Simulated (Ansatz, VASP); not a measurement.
CdO in VASP and in Ansatz

Contents of POSCAR:

```
CdO
1.0
    0.0000000000      2.3530040401      2.3530040401
    2.3530040401      0.0000000000      2.3530040401
    2.3530040401      2.3530040401      0.0000000000
Cd O
1 1
Direct
    0.0000000000      0.0000000000      0.0000000000
    0.5000000000      0.5000000000      0.5000000000
```

File INCAR.step1:

```
ALGO = Normal
EDIFF = 1E-5
ENCUT = 660
GGA = PE
GGA_COMPAT = False
ISMEAR = -1
LASPH = True
LCHARG = False
LREAL = False
LWAVE = True
NBANDS = 16
NELM = 120
PREC = Accurate
SIGMA = 0.02
```

File INCAR.step2:

```
ALGO = Normal
EDIFF = 1E-6
ENCUT = 660
GGA_COMPAT = False
ISIF = 2
ISMEAR = -1
ISTART = 1
LASPH = True
LCHARG = False
LMIXTAU = True
LREAL = False
LWAVE = False
METAGGA = R2SCAN
NBANDS = 16
NELM = 120
PREC = Accurate
SIGMA = 0.02
```

KPOINTS

```
k-points
0
Gamma
  3 3 3
```

Input for Ansatz:

```yaml
crystal:
  lattice:
    - [0.0, 2.3530040401, 2.3530040401]
    - [2.3530040401, 0.0, 2.3530040401]
    - [2.3530040401, 2.3530040401, 0.0]
  atoms:
    - { symbol: Cd, position: [0.0, 0.0, 0.0] }
    - { symbol: O, position: [0.5, 0.5, 0.5] }
kpoints:
  mp_grid: { grid: [3, 3, 3] }
hamiltonian:
  xc: r2scan
scf:
  occupations: { method: fermi_dirac, width: 0.02 }
  n_extra_bands: 4
output:
  forces: true
  stress: true
  eigenvalues: true
```

Alike in both runs: task single point; functional r2SCAN; k mesh 3 × 3 × 3; occupations fermi-dirac, width 0.02 eV; no spin polarisation.

```csv
,VASP,Ansatz
version,VASP 6.6.1,Ansatz 0.2.0
potentials or method,"VASP PAW PBE potentials, release 64 (Cd, O)",plane waves
plane-wave cutoff (eV),660,500
valence electrons in the cell,18,26
```

|  | VASP | Ansatz | Ansatz less VASP |
| --- | --- | --- | --- |
| pressure (GPa) | 1.7 | 0.2 | -1.57 |

VASP's potentials were made for PBE, not for r2SCAN. VASP's potentials hold 18 valence electrons a cell and Ansatz's 26, so a difference there can come from the potentials and not from the codes.

The k mesh is coarse, so the values compare programs but aren't converged.
